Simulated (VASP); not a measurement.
A run of VASP 6.6.1 is set up as follows.

INCAR

```
PREC = Accurate
ENCUT = 520
EDIFF = 1E-6
ISMEAR = 1
SIGMA = 0.15
LREAL = False
LASPH = True
NELM = 60
ALGO = Normal
ISIF = 2
LWAVE = False
LCHARG = True
GGA = PE
LELF = True
LVHAR = True
NBANDS = 25
```

File KPOINTS:

```
regular mesh
0
Gamma
  6 6 6
```

Contents of POSCAR:

```
Be4InCu
1.0
    0.0000000000      3.2950794197      3.2950794197
    3.2950794197      0.0000000000      3.2950794197
    3.2950794197      3.2950794197      0.0000000000
Be In Cu
4 1 1
Direct
    0.3763000000      0.3763000000      0.3763000000
    0.8711000000      0.3763000000      0.3763000000
    0.3763000000      0.3763000000      0.8711000000
    0.3763000000      0.8711000000      0.3763000000
    0.0000000000      0.0000000000      0.0000000000
    0.7500000000      0.7500000000      0.7500000000
```

Potentials or basis: VASP PAW PBE potentials, release 64 (Be, In_d, Cu).

Run with:

```console
$ cat potpaw_PBE.64/Be/POTCAR potpaw_PBE.64/In_d/POTCAR potpaw_PBE.64/Cu/POTCAR > POTCAR
$ mpirun -np 1 vasp_std > vasp.out
```

**Question.** What does it give for the pressure?

**Answer.** -8.3 GPa.

**Question.** Predict the band gap on the k mesh.

**Answer.** Zero (bands 16 and 17 overlap by 0.82 eV).

Forces on the atoms (eV/Å):
```
Be   0.028  0.028  0.028
Be   0.028 -0.028 -0.028
Be  -0.028 -0.028  0.028
Be  -0.028  0.028 -0.028
In   0.000  0.000  0.000
Cu   0.000  0.000  0.000
```

Caveat: the cell stands under tension; spin-orbit coupling is left out, which moves the levels of the heavy elements.
